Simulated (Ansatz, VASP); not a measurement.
**One calculation of TiSi3O8, two programs**

The input POSCAR:

```
TiSi3O8
1.0
    2.8858702152      0.0000000000      0.0000000000
    0.0000000000      6.2619437631      0.0000000000
    0.0000000000      0.0000000000      6.8694257133
Si O Ti
3 8 1
Direct
    0.0000000000      0.0000000000     -0.0145029504
    0.5000000000      0.2516940307      0.5387325297
    0.5000000000      0.7483059693      0.5387325297
    0.5000000000      0.0000000000      0.5946388324
    0.5000000000      0.0000000000      0.1046814415
    0.0000000000      0.2812229369      0.4279883288
    0.0000000000      0.2128084485      0.8500477804
    0.5000000000      0.5000000000      0.6681769184
    0.5000000000      0.5000000000      0.0845539587
    0.0000000000      0.7187770631      0.4279883288
    0.0000000000      0.7871915515      0.8500477804
    0.0000000000      0.5000000000     -0.0710854780
```

The input INCAR.step1:

```
  PREC = Accurate
  ENCUT = 520
  ISMEAR = 0
  SIGMA = 0.01
  LREAL = False
  LASPH = True
  NELM = 60
  NBANDS = 48
  GGA = PE
  ALGO = Normal
  EDIFF = 1E-4
  LWAVE = True
  LCHARG = False
```

Contents of INCAR.step2:

```
  PREC = Accurate
  ENCUT = 520
  EDIFF = 1E-6
  ISMEAR = 0
  SIGMA = 0.01
  LREAL = False
  LASPH = True
  NELM = 60
  ALGO = Normal
  ISIF = 2
  LWAVE = False
  LCHARG = False
  METAGGA = R2SCAN
  LMIXTAU = True
  NBANDS = 48
  ISTART = 1
```

The input KPOINTS:

```
regular mesh
0
Gamma
  8 4 4
```

Input for Ansatz:

```yaml
crystal:
  lattice:
    - [2.8858702152, 0.0, 0.0]
    - [0.0, 6.2619437631, 0.0]
    - [0.0, 0.0, 6.8694257133]
  atoms:
    - { symbol: Si, position: [0.0, 0.0, -0.0145029504] }
    - { symbol: Si, position: [0.5, 0.2516940307, 0.5387325297] }
    - { symbol: O, position: [0.5, 0.0, 0.5946388324] }
    - { symbol: O, position: [0.5, 0.0, 0.1046814415] }
    - { symbol: O, position: [0.0, 0.2812229369, 0.4279883288] }
    - { symbol: O, position: [0.0, 0.2128084485, 0.8500477804] }
    - { symbol: Ti, position: [0.0, 0.5, -0.071085478] }
    - { symbol: Si, position: [0.5, 0.7483059693, 0.5387325297] }
    - { symbol: O, position: [0.5, 0.5, 0.6681769184] }
    - { symbol: O, position: [0.5, 0.5, 0.0845539587] }
    - { symbol: O, position: [0.0, 0.7187770631, 0.4279883288] }
    - { symbol: O, position: [0.0, 0.7871915515, 0.8500477804] }
kpoints:
  mp_grid: { grid: [8, 4, 4] }
  band_path:
    path:
      - [0.0, 0.0, 0.0]
      - [0.5, 0.0, 0.0]
      - [0.5, 0.5, 0.0]
      - [0.0, 0.5, 0.0]
      - [0.0, 0.0, 0.5]
      - [0.5, 0.0, 0.5]
      - [0.5, 0.5, 0.5]
      - [0.0, 0.5, 0.5]
      - [0.348958, -0.5, 0.0]
      - [0.317708, -0.5, 0.0]
    npoints: 1
hamiltonian:
  xc: r2scan
scf:
  occupations: { method: fixed }
  n_extra_bands: 7
output:
  forces: true
  stress: true
  eigenvalues: true
```

Alike in both runs: task single point; functional r2SCAN; k mesh 8 × 4 × 4; no spin polarisation.

|  | VASP | Ansatz |
| --- | --- | --- |
| version | VASP 6.6.1 | Ansatz 0.2.0 |
| potentials or method | VASP PAW PBE potentials, release 64 (Si, O, Ti_sv) | plane waves, PAW |
| plane-wave cutoff (eV) | 520 | 500 |
| occupations | gaussian, width 0.01 eV | fixed |
| valence electrons in the cell | 72 | 72 |

```tsv
	VASP	Ansatz	Ansatz less VASP
gap on the k mesh at the Fermi level (eV)	3.76	3.76	-0.002
pressure (GPa)	0.6	0.0	-0.63
rms of the force components (eV/Å)	0.043	0.001	-0.0418
```

VASP's potentials were made for PBE, not for r2SCAN.
